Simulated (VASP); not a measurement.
Input of a VASP 6.6.1 run:

Contents of INCAR:

```
PREC     = Accurate       # precision mode
ENCUT    = 520            # plane-wave cutoff, eV
EDIFF    = 1E-6           # SCF threshold, eV
ISMEAR   = 0              # smearing method
SIGMA    = 0.05           # smearing width, eV
LREAL    = F              # projectors in reciprocal space
LASPH    = T              # aspherical terms in the spheres
NELM     = 100            # most SCF steps
ALGO     = Normal         # electronic algorithm
ISIF     = 2              # what is computed and relaxed
LWAVE    = F              # write WAVECAR
LCHARG   = T              # write CHGCAR
GGA      = PE             # functional
LELF     = T              # ELF
LVHAR    = T            
NBANDS   = 35             # bands
```

KPOINTS

```
Automatic mesh
0
Gamma
  6 6 8
```

File POSCAR:

```
SnO2
1.0
    4.8023404495      0.0000000000      0.0000000000
    0.0000000000      4.8023540414      0.0000000000
    0.0000000000      0.0000000000      3.2723147823
Sn O
2 4
Direct
    0.5000000000      0.5000000000      0.5000000000
    0.0000000000      0.0000000000      0.0000000000
    0.2919258790      0.2919837714      0.0000000000
    0.7919258790      0.2080162286      0.5000000000
    0.2080741210      0.7919837714      0.5000000000
    0.7080741210      0.7080162286      0.0000000000
```

Potentials or basis: VASP PAW PBE potentials, release 64 (Sn_d, O).

Launch:

```console
$ cat potpaw_PBE.64/Sn_d/POTCAR potpaw_PBE.64/O/POTCAR > POTCAR
$ mpirun -np 1 vasp_std > vasp.out
```

Task: What does it give for the band gap on the k mesh?

Result: 0.34 eV.

Task: Predict the largest force.

Result: 1.940 eV/Å.

Task: Predict the pressure.

Result: 0.2 GPa.

Forces in eV/Å, atoms in the order of the input:
```
Sn   0.000  0.000  0.000
Sn   0.000  0.000  0.000
O    1.372  1.372  0.000
O    1.372 -1.372  0.000
O   -1.372  1.372  0.000
O   -1.372 -1.372  0.000
```

Caveat: the stress differs along the axes, from -4 to 2 GPa; semilocal functionals underestimate gaps, and a narrow one can read as zero; spin-orbit coupling is left out, which moves the levels of the heavy elements; forces of over 1 eV/Å act on the atoms, so gaps and moduli don't describe the material at rest.
